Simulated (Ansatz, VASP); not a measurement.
**Sb3Au in VASP and in Ansatz**

```
Sb Au
1.0
    -2.97920    2.97920    3.04000
     2.97920   -2.97920    3.04000
     2.97920    2.97920   -3.04000
Sb Au
3 1
Cartesian
  2.9792 0.0000 0.0000
  0.0000 2.9792 0.0000
  0.0000 0.0000 3.0400
  0.0000 0.0000 0.0000
```

Change from the starting cell: equal xx and yy strain of -2 %.

Alike in both runs: task single point; functional LDA; k mesh 10 × 10 × 10; occupations fermi-dirac, width 0.05 eV; no spin polarisation.

```csv
,VASP,Ansatz
version,VASP 6.6.1,Ansatz 0.2.0
potentials or method,"VASP PAW LDA potentials, release 64 (Sb, Au), cutoff 520 eV","all-electron LAPW, scalar-relativistic"
```

|  | VASP | Ansatz | Ansatz less VASP |
| --- | --- | --- | --- |
| pressure (GPa) | -5.8 | -5.9 | -0.14 |
| traceless stress, the component that is largest in VASP (GPa) | -1.28 | -1.25 | +0.022 |

LDA's correlation is that of Perdew and Zunger in VASP and of Perdew and Wang (1992) in Ansatz. Ansatz ran all-electron here, and VASP with PAW potentials.

Spin-orbit coupling is off throughout.
